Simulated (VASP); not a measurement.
# Pb (C2/m) in VASP: notebook

Pb is run at these levels: LDA; tasks: single point.

All numbers are computed with VASP 6.6.1; they aren't measurements. Logs are shortened: lines on timing, memory, paths and dates and some standing lists are left out, and cuts for length are marked.

## Step 1: The cell of the first run

The structure is monoclinic, space group C2/m (No. 12). The conventional cell has a = 5.953 Å, b = 3.429 Å, c = 6.320 Å, α = 90.00°, β = 109.14°, γ = 90.00°. Within 4.3 Å of Pb (site symmetry m) lie 10 Pb at 3.27 to 3.44 Å.

## Step 2: Single point, LDA

INCAR

```
SYSTEM = Pb
ALGO = Fast
EDIFF = 1E-6
ENCUT = 520
GGA = CA
ISIF = 2
ISMEAR = -1
LASPH = .TRUE.
LCHARG = .FALSE.
LREAL = .FALSE.
LWAVE = .FALSE.
NBANDS = 21
NELM = 100
PREC = Accurate
SIGMA = 0.05
```

KPOINTS

```
k-points
0
G
  9 9 5
  0 0 0
```

POSCAR

```
Pb
1.0
    2.9765770244     -1.7145891186      0.0000000000
    2.9765770244      1.7145891186      0.0000000000
   -2.0722778132      0.0000000000      5.9707976096
Pb
2
Direct
    0.9085084100      0.9085084100      0.7262922000
    0.0914915900      0.0914915900      0.2737078000
```

Potentials or basis: VASP PAW LDA potentials, release 64 (Pb_d).

Started as:

```console
$ cat potpaw_LDA.64/Pb_d/POTCAR > POTCAR
$ mpirun -np 1 vasp_std > vasp.out
```

OUTCAR:

```text
SYSTEM = Pb
   EDIFF = 1E-6
   ENCUT = 520
   GGA = CA
   ISIF = 2
   ISMEAR = -1
   LASPH = .TRUE.
   LREAL = .FALSE.
   NELM = 100
   PREC = Accurate

 ion  position               nearest neighbor table
   1  0.909  0.909  0.726-   2 3.27   2 3.34   2 3.34   2 3.38
   2  0.091  0.091  0.274-   1 3.27   1 3.34   1 3.34   1 3.38

  LATTYP: Found a base centered monoclinic cell.
 ALAT       =     5.9531540488
 B/A-ratio  =     0.5760271293
 C/A-ratio  =     1.0616534713
 COS(beta)  =    -0.3278823751

  Lattice vectors:

 A1 = (   2.9765770244,  -1.7145891186,   0.0000000000)
 A2 = (   2.9765770244,   1.7145891186,   0.0000000000)
 A3 = (  -2.0722778132,   0.0000000000,   5.9707976096)

Analysis of symmetry for initial positions (statically):
=====================================================================
 Subroutine PRICEL returns:
 Original cell was already a primitive cell.

 Routine SETGRP: Setting up the symmetry group for a
 base centered monoclinic supercell.

 Subroutine GETGRP returns: Found  4 space group operations
 (whereof  4 operations were pure point group operations)
 out of a pool of  4 trial point group operations.

The static configuration has the point symmetry C_2h.

Analysis of symmetry for dynamics (positions and initial velocities):
=====================================================================
 Subroutine PRICEL returns:
 Original cell was already a primitive cell.

 Routine SETGRP: Setting up the symmetry group for a
 base centered monoclinic supercell.

 Subroutine GETGRP returns: Found  4 space group operations
 (whereof  4 operations were pure point group operations)
 out of a pool of  4 trial point group operations.

The dynamic configuration has the point symmetry C_2h.

 Subroutine INISYM returns: Found  4 space group operations
 (whereof  4 operations are pure point group operations),
 and found     1 'primitive' translations

----------------------------------------------------------------------------------------

                                     Primitive cell

  volume of cell :      60.9452

  direct lattice vectors                    reciprocal lattice vectors
     2.976577024 -1.714589119  0.000000000     0.167978183 -0.291615055  0.058299993
     2.976577024  1.714589119  0.000000000     0.167978183  0.291615055  0.058299993
    -2.072277813  0.000000000  5.970797610     0.000000000  0.000000000  0.167481812

  length of vectors
     3.435087572  3.435087572  6.320186661     0.341547800  0.341547800  0.167481812

  position of ions in fractional coordinates (direct lattice)
     0.908508410  0.908508410  0.726292200
     0.091491590  0.091491590  0.273707800

  ion indices of the primitive-cell ions
   primitive index   ion index
                 1           1
                 2           2

----------------------------------------------------------------------------------------

 KPOINTS: k-points

Automatic generation of k-mesh.
 Grid dimensions read from file:
 generate k-points for:    9    9    5

 Generating k-lattice:

  Cartesian coordinates                     Fractional coordinates (reciprocal lattice)
     0.018664243 -0.032401673  0.006477777     0.111111111 -0.000000000  0.000000000
     0.018664243  0.032401673  0.006477777    -0.000000000  0.111111111  0.000000000
     0.000000000  0.000000000  0.033496362     0.000000000  0.000000000  0.200000000

  Length of vectors
     0.037949756  0.037949756  0.033496362

  Shift w.r.t. Gamma in fractional coordinates (k-lattice)
     0.000000000  0.000000000  0.000000000

 Subroutine IBZKPT returns following result:
 ===========================================

 Found    115 irreducible k-points:

 Following reciprocal coordinates:
            Coordinates               Weight
  0.000000  0.000000  0.000000      1.000000
  0.111111  0.000000 -0.000000      4.000000
  0.222222  0.000000 -0.000000      4.000000
  0.333333 -0.000000 -0.000000      4.000000
  0.444444  0.000000 -0.000000      4.000000
  0.111111  0.111111 -0.000000      2.000000
[... 16 lines left out ...]
 -0.333333  0.333333  0.000000      2.000000
  0.444444  0.444444 -0.000000      2.000000
 [... further k-points ...]
   k-points           NKPTS =    115   k-points in BZ     NKDIM =    115   number of bands    NBANDS=     21
   number of dos      NEDOS =    301   number of ions     NIONS =      2
   total plane-waves  NPLWV =  37632
   dimension x,y,z NGX =    28 NGY =   28 NGZ =   48
   dimension x,y,z NGXF=    56 NGYF=   56 NGZF=   96
   ions per type =               2
   NGX,Y,Z   is equivalent  to a cutoff of  13.55, 13.55, 12.63 a.u.
   NGXF,Y,Z  is equivalent  to a cutoff of  27.10, 27.10, 25.25 a.u.
 SYSTEM =  Pb
   PREC   = accura    normal or accurate (medium, high low for compatibility)
   ISTART =      0    job   : 0-new  1-cont  2-samecut
   ICHARG =      2    charge: 1-file 2-atom 10-const
   ISPIN  =      1    spin polarized calculation?
   LNONCOLLINEAR =      F non collinear calculations
   LSORBIT =      F    spin-orbit coupling
   LASPH  =      T    aspherical Exc in radial PAW
   ENCUT  =  520.0 eV  38.22 Ry    6.18 a.u.   6.39  6.39 11.75*2*pi/ulx,y,z
   NELM   =    100;   NELMIN=  2; NELMDL= -5     # of ELM steps
   EDIFF  = 0.1E-05   stopping-criterion for ELM
   LREAL  =      F    real-space projection
   EDIFFG = 0.1E-04   stopping-criterion for IOM
   NSW    =      0    number of steps for IOM
   IBRION =     -1    ionic relax: 0-MD 1-quasi-New 2-CG
   NFREE  =      0    steps in history (QN), initial steepest desc. (CG)
   ISIF   =      2    stress and relaxation
   ISYM   =      2    0-nonsym 1-usesym 2-fastsym
   POTIM  = 0.5000    time-step for ionic-motion
   TEBEG  =    0.0;   TEEND  =   0.0 temperature during run
   PSTRESS=    0.0 pullay stress
   NELECT =      28.0000    total number of electrons
   NUPDOWN=      -1.0000    fix difference up-down
   EMIN   =  10.00;   EMAX   =-10.00  energy-range for DOS
   EFERMI =   0.00;   METHOD = LEGACY
   ISMEAR =    -1;   SIGMA  =   0.05  broadening in eV -4-tet -1-fermi 0-gaus
   EFERMI_NEDOS =   21; number of points for ismear=-14 and -15
   IALGO  =     68    algorithm
   IMIX   =      4    mixing-type and parameters
     AMIX     =   0.40;   BMIX     =  1.00
     AMIX_MAG =   1.60;   BMIX_MAG =  1.00
  volume/ion in A,a.u.               =      30.47       205.64
  Fermi-wavevector in a.u.,A,eV,Ry     =   1.263226  2.387151 21.711354  1.595739
  Thomas-Fermi vector in A             =   2.396594
   LORBIT       =      0    0 simple, 1 ext, 2 COOP (PROOUT), +10 PAW based schemes
   GGA     = CA    functional components
   LHFCALC =     F    Hartree Fock is set to
   AEXX    =    0.0000 exact exchange contribution
   IVDW    =     0    specifies the selected vdW correction
   LEPSILON=     F    determine dielectric tensor
   LRPA    =     F    only Hartree local field effects (RPA)
 non-spin polarized calculation
 RMM-DIIS sequential band-by-band and
  energy-cutoff  :      520.00
  volume of cell :       60.95
 maximum number of plane-waves:      1663
 NGX is ok and might be reduce to    28
   NGX = 13   NGY = 13   NGZ = 23

 number of electron      28.0000003 magnetization

 Free energy of the ion-electron system (eV)
  ---------------------------------------------------
  ext. energy  EPLUGINS =         0.00000000
  ---------------------------------------------------
  free energy    TOTEN  =        -8.39117741 eV

  energy without entropy =       -8.38358853  energy(sigma->0) =       -8.38738297

 E-fermi :   6.8829     XC(G=0): -10.3850

 val. band max:        6.8779831595   @ k =  -0.3333  -0.3333   0.2000
 cond. band min:       6.8853772159   @ k =   0.3333   0.2222  -0.0000
 fundamental gap:      0.0073940565
 Fermi energy:         6.8828763667

 k-point     1 :       0.0000    0.0000    0.0000
  band No.  band energies     occupation
      1     -10.2267      2.00000
      2     -10.0839      2.00000
      3     -10.0828      2.00000
      4     -10.0795      2.00000
      5     -10.0780      2.00000
      6     -10.0717      2.00000
[... 13 lines left out ...]
     20      16.7849      0.00000
     21      17.1620      0.00000

 k-point     2 :       0.1111    0.0000   -0.0000
  band No.  band energies     occupation
      1     -10.2139      2.00000
      2     -10.1042      2.00000
      3     -10.0879      2.00000
      4     -10.0532      2.00000
      5     -10.0487      2.00000
      6     -10.0298      2.00000
[... 13 lines left out ...]
     20      16.5007      0.00000
     21      17.6234      0.00000

 k-point     3 :       0.2222    0.0000   -0.0000
  band No.  band energies     occupation
      1     -10.1917      2.00000
      2     -10.1380      2.00000
      3     -10.1124      2.00000
      4     -10.0349      2.00000
      5      -9.9981      2.00000
      6      -9.9692      2.00000
[... 13 lines left out ...]
     20      15.4755      0.00000
     21      16.6389      0.00000

 k-point     4 :       0.3333   -0.0000   -0.0000
  band No.  band energies     occupation
      1     -10.2079      2.00000
      2     -10.1624      2.00000
      3     -10.1343      2.00000
      4     -10.0995      2.00000
      5      -9.9941      2.00000
      6      -9.8950      2.00000
[... 13 lines left out ...]
     20      14.8352      0.00000
     21      15.4936      0.00000

 k-point     5 :       0.4444    0.0000   -0.0000
  band No.  band energies     occupation
      1     -10.2346      2.00000
      2     -10.1877      2.00000
      3     -10.1603      2.00000
      4     -10.1145      2.00000
      5     -10.0029      2.00000
      6      -9.8847      2.00000
[... 13 lines left out ...]
     20      14.5586      0.00000
     21      15.4548      0.00000

 k-point     6 :       0.1111    0.1111   -0.0000
  band No.  band energies     occupation
      1     -10.2177      2.00000
      2     -10.1034      2.00000
      3     -10.0859      2.00000
      4     -10.0551      2.00000
      5     -10.0436      2.00000
      6     -10.0331      2.00000
[... 13 lines left out ...]
     20      16.8749      0.00000
     21      17.8568      0.00000

 k-point     7 :       0.2222    0.1111   -0.0000
  band No.  band energies     occupation
      1     -10.2000      2.00000
      2     -10.1146      2.00000
      3     -10.0952      2.00000
      4     -10.0307      2.00000
      5     -10.0221      2.00000
      6      -9.9860      2.00000
[... 13 lines left out ...]
     20      16.8027      0.00000
     21      17.3793      0.00000
[... 291 lines left out ...]
      1     -10.2661      2.00000
      2     -10.1275      2.00000
      3     -10.0899      2.00000
      4     -10.0572      2.00000
      5     -10.0431      2.00000
      6      -9.9299      2.00000
[... 13 lines left out ...]
     20      15.7158      0.00000
     21      16.1766      0.00000

 k-point    21 :       0.4444    0.3333   -0.0000
  band No.  band energies     occupation
      1     -10.2520      2.00000
      2     -10.1172      2.00000
      3     -10.1041      2.00000
      4     -10.0696      2.00000
      5     -10.0516      2.00000
      6      -9.9179      2.00000
[... 13 lines left out ...]
     20      15.3586      0.00000
     21      15.4038      0.00000

 k-point    22 :      -0.4444    0.3333   -0.0000
  band No.  band energies     occupation
      1     -10.1958      2.00000
      2     -10.1380      2.00000
      3     -10.0801      2.00000
      4     -10.0525      2.00000
      5     -10.0061      2.00000
      6      -9.9200      2.00000
[... 13 lines left out ...]
     20      14.8982      0.00000
     21      16.7973      0.00000

 k-point    23 :      -0.3333    0.3333    0.0000
  band No.  band energies     occupation
      1     -10.1817      2.00000
      2     -10.1273      2.00000
      3     -10.0820      2.00000
      4      -9.9697      2.00000
      5      -9.9607      2.00000
      6      -9.9478      2.00000
[... 13 lines left out ...]
     20      15.4594      0.00000
     21      17.2201      0.00000

 k-point    24 :       0.4444    0.4444   -0.0000
  band No.  band energies     occupation
      1     -10.2939      2.00000
      2     -10.1376      2.00000
      3     -10.1162      2.00000
      4     -10.0794      2.00000
      5     -10.0783      2.00000
      6      -9.8964      2.00000
[... 13 lines left out ...]
     20      14.2836      0.00000
     21      15.9776      0.00000

 [... further k-points ...]

------------------------ aborting loop because EDIFF is reached ----------------------------------------

  FORCE on cell =-STRESS in cart. coord.  units (eV):
  Direction    XX          YY          ZZ          XY          YZ          ZX
  --------------------------------------------------------------------------------------
  -------------------------------------------------------------------------------------
  Total       -0.2497955     -0.2062419     -0.2519742      0.0000000      0.0000000      0.0138051
  in kB       -6.5668294     -5.4218553     -6.6241042      0.0000000      0.0000000      0.3629190
  external PRESSURE =      -6.2042630 kB  Pullay stress =       0.0000000 kB

 VOLUME and BASIS-vectors are now :
 -----------------------------------------------------------------------------
  energy-cutoff  :      520.00
  volume of cell :       60.95
      direct lattice vectors                 reciprocal lattice vectors
     2.976577024 -1.714589119  0.000000000     0.167978183 -0.291615055  0.058299993
     2.976577024  1.714589119  0.000000000     0.167978183  0.291615055  0.058299993
    -2.072277813  0.000000000  5.970797610     0.000000000  0.000000000  0.167481812

 POSITION                                       TOTAL-FORCE (eV/Angst)
 -----------------------------------------------------------------------------------
      3.90341      0.00000      4.33654         0.028783      0.000000     -0.055075
     -0.02254      0.00000      1.63425        -0.028783      0.000000      0.055075
 -----------------------------------------------------------------------------------
    total drift:                                0.000000      0.000000     -0.000000

  FREE ENERGIE OF THE ION-ELECTRON SYSTEM (eV)
  ---------------------------------------------------
  free  energy   TOTEN  =        -8.3911774135 eV

  energy  without entropy=       -8.3835885277  energy(sigma->0) =       -8.38738297
```

Wall time 62 s (1 thread of Intel Xeon 6975P-C (Granite Rapids), shared host); peak memory 0.24 GiB.

What came out:

```yaml
Free_energy: -8.3912 eV
Pressure: -0.6 GPa
Largest_force: 0.062 eV/Å
Band_gap_on_the_k_mesh: zero (band 14 reaches 13.46 eV, above the bottom of band 15 at 5.43 eV)
```

Forces on the atoms (eV/Å):
```
Pb   0.029  0.000 -0.055
Pb  -0.029  0.000  0.055
```

Caveat: spin-orbit coupling is left out, which moves the levels of the heavy elements.

## Step 3: Single point, LDA

This run uses another cell than the first one, of 31.12 Å³/atom, 1.021 times its volume.

INCAR

```
PREC = Accurate
ENCUT = 520
EDIFF = 1E-6
ISMEAR = -1
SIGMA = 0.05
LREAL = False
LASPH = True
NELM = 100
ALGO = Fast
ISIF = 2
LWAVE = False
LCHARG = True
GGA = CA
LELF = True
LVHAR = True
NBANDS = 21
```

KPOINTS

```
Automatic mesh
0
Gamma
  9 9 5
```

POSCAR

```
Pb
1.0
    2.9975395250     -1.7266640877      0.0000000000
    2.9975395250      1.7266640877      0.0000000000
   -2.0868717998      0.0000000000      6.0128468655
Pb
2
Direct
    0.9085084100      0.9085084100      0.7262922000
    0.0914915900      0.0914915900      0.2737078000
```

Potentials or basis: VASP PAW LDA potentials, release 64 (Pb_d).

Started as:

```console
$ cat potpaw_LDA.64/Pb_d/POTCAR > POTCAR
$ mpirun -np 1 vasp_std > vasp.out
```

It took 60 s on 1 thread of Intel Xeon 6975P-C (Granite Rapids), shared host; peak memory 0.24 GiB.

Results (log left out):

| Property | Result |
| --- | --- |
| Free energy | -8.3828 eV |
| Pressure | -1.6 GPa |
| Largest force | 0.101 eV/Å |
| Band gap on the k mesh | zero (band 14 reaches 13.09 eV, above the bottom of band 15 at 5.23 eV) |

Forces in eV/Å, atoms in the order of the input:
```
Pb   0.027  0.000 -0.097
Pb  -0.027  0.000  0.097
```

Stress tensor (GPa, compression positive):
```
-1.57  0.00  0.02
 0.00 -1.51  0.00
 0.02  0.00 -1.62
```

Levels at points of the mesh, in eV from the Fermi level:
```tsv
k point	band 12	band 13	band 14	band 15	band 16	band 17
(0.00, 0.00, 0.00)	-8.44	-4.15	6.45	6.67	6.73	6.77
```

Caveat: spin-orbit coupling is left out, which moves the levels of the heavy elements.

## Step 4: Single point, LDA

This run uses another cell than the first one, of 31.77 Å³/atom, 1.043 times its volume.

INCAR

```
ALGO = Fast
EDIFF = 1E-6
ENCUT = 520
GGA = CA
ISIF = 2
ISMEAR = -1
LASPH = T
LCHARG = T
LELF = T
LREAL = F
LVHAR = T
LWAVE = F
NBANDS = 21
NELM = 80
PREC = Accurate
SIGMA = 0.05
```

KPOINTS

```
k-points
0
Gamma
  9 9 5
```

POSCAR

```
Pb
1.0
    3.0182128647     -1.7385724922      0.0000000000
    3.0182128647      1.7385724922      0.0000000000
   -2.1012644739      0.0000000000      6.0543160853
Pb
2
Direct
    0.9085084100      0.9085084100      0.7262922000
    0.0914915900      0.0914915900      0.2737078000
```

Started as:

```console
$ cat potpaw_LDA.64/Pb_d/POTCAR > POTCAR
$ mpirun -np 1 vasp_std > vasp.out
```

It took 55 s on 1 thread of Intel Xeon 6975P-C (Granite Rapids), shared host; peak memory 0.24 GiB.

Results (log left out):

```
Free energy            : -8.3673 eV
Pressure               : -2.4 GPa
Largest force          : 0.137 eV/Å
Band gap on the k mesh : zero (band 14 reaches 12.74 eV, above the bottom of band 15 at 5.03 eV)
```

Forces on the atoms (eV/Å):
```
Pb   0.026  0.000 -0.134
Pb  -0.026  0.000  0.134
```

Stress tensor (GPa, compression positive):
```
-2.38  0.00  0.01
 0.00 -2.36  0.00
 0.01  0.00 -2.48
```

Levels at points of the mesh, in eV from the Fermi level:
```
           k point  band 12  band 13  band 14  band 15  band 16  band 17
(0.00, 0.00, 0.00)    -8.41    -4.04     6.32     6.53     6.58     6.63
```

Caveat: spin-orbit coupling is left out, which moves the levels of the heavy elements.

## Step 5: Overview

| cell | gap on the mesh (eV) | pressure (GPa) | largest force (eV/Å) |
| --- | --- | --- | --- |
| a = 3.435, b = 3.435, c = 6.320 Å, angles 106.5, 106.5, 59.9°, 2 atoms | none | -0.6 | 0.06 |
| a = 3.459, b = 3.459, c = 6.365 Å, angles 106.5, 106.5, 59.9°, 2 atoms | none | -1.6 | 0.10 |
| a = 3.483, b = 3.483, c = 6.409 Å, angles 106.5, 106.5, 59.9°, 2 atoms | none | -2.4 | 0.14 |

Alike in all rows: task single point; level LDA; potentials or basis VASP PAW LDA potentials, release 64 (Pb_d); no spin polarisation; k mesh 9 × 9 × 5; cutoff (eV) 520; smearing fermi-dirac 0.05 eV.

Caveats: spin-orbit coupling is left out, which moves the levels of the heavy elements.

Total energies depend on the potentials used, so only differences within one code and one set of settings carry meaning.
